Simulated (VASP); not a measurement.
# Si3N4 (P6_3/m) in VASP: settings compared

Aim: see how the results for Si3N4 move with the level of theory and the settings. Levels: PBE, LDA, r2SCAN. Tasks: electric field gradients.

Everything below comes from runs of VASP 6.6.1. Logs are shortened: lines on timing, memory, paths and dates and some standing lists are left out, and cuts for length are marked.

## 1. The cell of the first run

It takes space group P6_3/m (No. 176, hexagonal). Conventional cell: a = 7.602 Å, b = 7.602 Å, c = 2.906 Å, α = 90.00°, β = 90.00°, γ = 120.00°. Si (site symmetry m) has 4 N at 1.73 to 1.74 Å within 2.3 Å. N (site symmetry m) has 3 Si at 1.74 Å within 2.3 Å. Within 2.3 Å of N (site symmetry -6) lie 3 Si at 1.73 Å.

## 2. Electric field gradients, PBE

File INCAR:

```
SYSTEM = Si3N4
PREC     = Accurate       ! precision mode
ENCUT    = 520            ! plane-wave cutoff, eV
EDIFF    = 1E-8           ! SCF threshold, eV
ISMEAR   = -1             ! smearing method
SIGMA    = 0.02           ! smearing width, eV
LREAL    = .False.        ! projectors in reciprocal space
LASPH    = .True.         ! aspherical terms in the spheres
NELM     = 60             ! most SCF steps
ALGO     = Normal         ! electronic algorithm
ISIF     = 2              ! what is computed and relaxed
LWAVE    = .False.        ! write WAVECAR
LCHARG   = .False.        ! write CHGCAR
GGA      = PE             ! functional
LEFG     = .True.       
NBANDS   = 45             ! bands
```

File KPOINTS:

```
regular mesh
0
Gamma
  4 4 10
  0 0 0
```

File POSCAR:

```
Si3N4
1.0
    7.6020000000      0.0000000000      0.0000000000
   -3.8010000000      6.5835251196      0.0000000000
    0.0000000000      0.0000000000      2.9060000000
Si N
6 8
Direct
    0.7684770000      0.1745610000      0.2500000000
    0.5939160000      0.7684770000      0.7500000000
    0.8254390000      0.5939160000      0.2500000000
    0.2315230000      0.8254390000      0.7500000000
    0.4060840000      0.2315230000      0.2500000000
    0.1745610000      0.4060840000      0.7500000000
    0.0305000000      0.3302500000      0.2500000000
    0.7002500000      0.0305000000      0.7500000000
    0.6697500000      0.7002500000      0.2500000000
    0.9695000000      0.6697500000      0.7500000000
    0.2997500000      0.9695000000      0.2500000000
    0.3302500000      0.2997500000      0.7500000000
    0.6666666667      0.3333333333      0.2500000000
    0.3333333333      0.6666666667      0.7500000000
```

Potentials or basis: VASP PAW PBE potentials, release 64 (Si, N).

On the command line:

```bash
cat potpaw_PBE.64/Si/POTCAR potpaw_PBE.64/N/POTCAR > POTCAR
mpirun -np 1 vasp_std > vasp.out
```

OUTCAR:

```text
SYSTEM = Si3N4
   PREC = Accurate
   ENCUT = 520
   EDIFF = 1E-8
   ISMEAR = -1
   LREAL = .False.
   LASPH = .True.
   NELM = 60
   ISIF = 2
   GGA = PE

 ion  position               nearest neighbor table
   1  0.768  0.175  0.250-  13 1.73   7 1.74   8 1.74   8 1.74   5 2.99   3 2.99   6 3.05   6 3.05
                             2 3.05   2 3.05
   2  0.594  0.768  0.750-  14 1.73   8 1.74   9 1.74   9 1.74   4 2.99   6 2.99   3 3.05   3 3.05
                             1 3.05   1 3.05
   3  0.825  0.594  0.250-  13 1.73   9 1.74  10 1.74  10 1.74   5 2.99   1 2.99   2 3.05   2 3.05
                             4 3.05   4 3.05
   4  0.232  0.825  0.750-  14 1.73  10 1.74  11 1.74  11 1.74   2 2.99   6 2.99   3 3.05   3 3.05
                             5 3.05   5 3.05
   5  0.406  0.232  0.250-  13 1.73  11 1.74  12 1.74  12 1.74   1 2.99   3 2.99   6 3.05   6 3.05
                             4 3.05   4 3.05
   6  0.175  0.406  0.750-  14 1.73  12 1.74   7 1.74   7 1.74   2 2.99   4 2.99   5 3.05   5 3.05
                             1 3.05   1 3.05
   7  0.031  0.330  0.250-   1 1.74   6 1.74   6 1.74
   8  0.700  0.031  0.750-   2 1.74   1 1.74   1 1.74
   9  0.670  0.700  0.250-   3 1.74   2 1.74   2 1.74
  10  0.969  0.670  0.750-   4 1.74   3 1.74   3 1.74
  11  0.300  0.969  0.250-   5 1.74   4 1.74   4 1.74
  12  0.330  0.300  0.750-   6 1.74   5 1.74   5 1.74
  13  0.667  0.333  0.250-   1 1.73   3 1.73   5 1.73
  14  0.333  0.667  0.750-   4 1.73   6 1.73   2 1.73

  LATTYP: Found a hexagonal cell.
 ALAT       =     7.6020000000
 C/A-ratio  =     0.3822678243

  Lattice vectors:

 A1 = (   7.6020000000,   0.0000000000,   0.0000000000)
 A2 = (  -3.8010000000,   6.5835251196,   0.0000000000)
 A3 = (   0.0000000000,   0.0000000000,   2.9060000000)

Analysis of symmetry for initial positions (statically):
=====================================================================
 Subroutine PRICEL returns:
 Original cell was already a primitive cell.

 Routine SETGRP: Setting up the symmetry group for a
 hexagonal supercell.

 Subroutine GETGRP returns: Found 12 space group operations
 (whereof  6 operations were pure point group operations)
 out of a pool of 24 trial point group operations.

The static configuration has the point symmetry S_6 .
 The point group associated with its full space group is C_6h.

Analysis of symmetry for dynamics (positions and initial velocities):
=====================================================================
[... 1340 lines left out ...]
      1.59397      5.05929      2.17950        -0.012315     -0.018208      0.000000
      4.01751      3.91006      0.72650         0.009611     -0.019769      0.000000
     -1.37746      5.43430      2.17950         0.021926     -0.001561      0.000000
      2.20703      1.52424      0.72650         0.012315      0.018208     -0.000000
     -0.21651      2.67346      2.17950        -0.009611      0.019769     -0.000000
     -1.02342      2.17421      0.72650        -0.017925     -0.044019      0.000000
      5.20737      0.20080      2.17950         0.029160     -0.037533      0.000000
      2.42979      4.61011      0.72650         0.047084      0.006487     -0.000000
      4.82442      4.40932      2.17950         0.017925      0.044019      0.000000
     -1.40637      6.38273      0.72650        -0.029160      0.037533     -0.000000
      1.37121      1.97341      2.17950        -0.047084     -0.006487      0.000000
      3.80100      2.19451      0.72650         0.000000      0.000000     -0.000000
     -0.00000      4.38902      2.17950        -0.000000      0.000000      0.000000
 -----------------------------------------------------------------------------------
    total drift:                                0.000000      0.000000      0.000000

  FREE ENERGIE OF THE ION-ELECTRON SYSTEM (eV)
  ---------------------------------------------------
  free  energy   TOTEN  =      -114.4879532646 eV

  energy  without entropy=     -114.4879532646  energy(sigma->0) =     -114.48795326

 Electric field gradients (V/A^2)
---------------------------------------------------------------------
 ion       V_xx      V_yy      V_zz      V_xy      V_xz      V_yz
---------------------------------------------------------------------
   1      -0.411     4.241    -3.831     7.284     0.000     0.000
   2      -3.230     7.060    -3.831    -5.657    -0.000    -0.000
   3       9.387    -5.556    -3.831    -1.628    -0.000     0.000
   4      -0.411     4.241    -3.831     7.284     0.000     0.000
   5      -3.230     7.060    -3.831    -5.657    -0.000    -0.000
   6       9.387    -5.556    -3.831    -1.628    -0.000     0.000
   7       2.493   -27.963    25.469    30.248    -0.000    -0.000
   8     -46.544    21.075    25.469    -1.937     0.000     0.000
   9       5.847   -31.316    25.469   -28.312     0.000    -0.000
  10       2.493   -27.963    25.469    30.248    -0.000    -0.000
  11     -46.544    21.075    25.469    -1.937    -0.000    -0.000
  12       5.847   -31.316    25.469   -28.312     0.000    -0.000
  13      23.078    23.078   -46.156     0.001    -0.000    -0.000
  14      23.078    23.078   -46.156     0.001     0.000     0.000
---------------------------------------------------------------------

 Electric field gradients after diagonalization (V/A^2)
 (convention: |V_zz| > |V_xx| > |V_yy|)
----------------------------------------------------------------------
 ion       V_xx      V_yy      V_zz     asymmetry (V_yy - V_xx)/ V_zz
----------------------------------------------------------------------
   1      -5.731    -3.831     9.562       0.199
   2      -5.731    -3.831     9.562       0.199
   3      -5.731    -3.831     9.562       0.199
   4      -5.731    -3.831     9.562       0.199
   5      -5.731    -3.831     9.562       0.199
   6      -5.731    -3.831     9.562       0.199
   7      25.469    21.130   -46.600       0.093
   8      25.469    21.131   -46.599       0.093
   9      25.469    21.131   -46.599       0.093
  10      25.469    21.130   -46.600       0.093
  11      25.469    21.131   -46.599       0.093
  12      25.469    21.131   -46.599       0.093
  13      23.079    23.077   -46.156       0.000
  14      23.079    23.077   -46.156       0.000
----------------------------------------------------------------------

           NMR quadrupolar parameters

 Cq : quadrupolar parameter    Cq=e*Q*V_zz/h
 eta: asymmetry parameters     (V_yy - V_xx)/ V_zz
 Q  : nuclear electric quadrupole moment in mb (millibarn)
----------------------------------------------------------------------
 ion       Cq(MHz)       eta       Q (mb)
----------------------------------------------------------------------
   1       0.023       0.199       1.000
   2       0.023       0.199       1.000
   3       0.023       0.199       1.000
   4       0.023       0.199       1.000
   5       0.023       0.199       1.000
   6       0.023       0.199       1.000
   7      -0.113       0.093       1.000
   8      -0.113       0.093       1.000
   9      -0.113       0.093       1.000
  10      -0.113       0.093       1.000
  11      -0.113       0.093       1.000
  12      -0.113       0.093       1.000
  13      -0.112       0.000       1.000
  14      -0.112       0.000       1.000
----------------------------------------------------------------------
```

stdout:

```text
POSCAR found type information on POSCAR SiN
 POSCAR found :  2 types and      14 ions
 scaLAPACK will be used
 LDA part: xc-table for (Slater+PW92), standard interpolation
 POSCAR, INCAR and KPOINTS ok, starting setup
 FFT: planning ... GRIDC
 FFT: planning ... GRID_SOFT
 FFT: planning ... GRID
 WAVECAR not read
 entering main loop
ion   1

ion   2

ion   3

ion   4

ion   5

ion   6

ion   7

ion   8

ion   9

ion  10

ion  11

ion  12

ion  13

ion  14
```

Wall time 3.3 min (1 thread of Intel Xeon Platinum 8259CL at 2.50GHz (Skylake/Cascade Lake), shared host); peak memory 0.32 GiB.

What came out:

| Property | Result |
| --- | --- |
| Free energy | -114.4880 eV |
| Pressure | 5.5 GPa |
| Largest force | 0.048 eV/Å |
| Band gap on the k mesh | 4.32 eV (least direct gap 4.52 eV) |
| Largest electric field gradient by atom | Si +9.6; N -46.6, -46.2 (each value once) V/Å² |

Forces in eV/Å, atoms in the order of the input:
```
Si  -0.022  0.002  0.000
Si  -0.012 -0.018  0.000
Si   0.010 -0.020  0.000
Si   0.022 -0.002  0.000
Si   0.012  0.018  0.000
Si  -0.010  0.020  0.000
N   -0.018 -0.044  0.000
N    0.029 -0.038  0.000
N    0.047  0.006  0.000
N    0.018  0.044  0.000
N   -0.029  0.038  0.000
N   -0.047 -0.006  0.000
N    0.000  0.000  0.000
N    0.000  0.000  0.000
```

Levels at points of the mesh, in eV from the valence-band top:
```
           k point  band 28  band 29  band 30  band 31  band 32  band 33  band 34  band 35  band 36  band 37
(0.00, 0.00, 0.00)    -1.29    -1.29    -0.46    -0.39    -0.19     4.32     4.77     4.90     4.90     5.23
(0.50, 0.00, 0.00)    -1.69    -1.35    -0.78    -0.32    -0.25     4.63     4.72     4.88     5.30     5.81
(0.00, 0.00, 0.50)    -1.63    -1.63    -1.63    -1.34    -1.34     4.73     4.73     4.73     4.73     7.32
(0.50, 0.00, 0.50)    -1.89    -1.51    -1.51    -1.05    -1.05     4.81     4.81     5.87     5.87     6.23
```

Electric field gradients, principal values (V/Å²):
```csv
atom,least,middle,greatest (by size)
1 Si,-3.831,-5.731,9.562
2 Si,-3.831,-5.731,9.562
3 Si,-3.831,-5.731,9.562
4 Si,-3.831,-5.731,9.562
5 Si,-3.831,-5.731,9.562
6 Si,-3.831,-5.731,9.562
7 N,21.130,25.469,-46.600
8 N,21.131,25.469,-46.599
9 N,21.131,25.469,-46.599
10 N,21.130,25.469,-46.600
11 N,21.131,25.469,-46.599
12 N,21.131,25.469,-46.599
13 N,23.077,23.079,-46.156
14 N,23.077,23.079,-46.156
```

Caveat: the cell stands under pressure; without QUAD_EFG the Cq values of the log hold for a quadrupole moment of 1 mb, not for the nuclei.

[end of part 1 of 2]
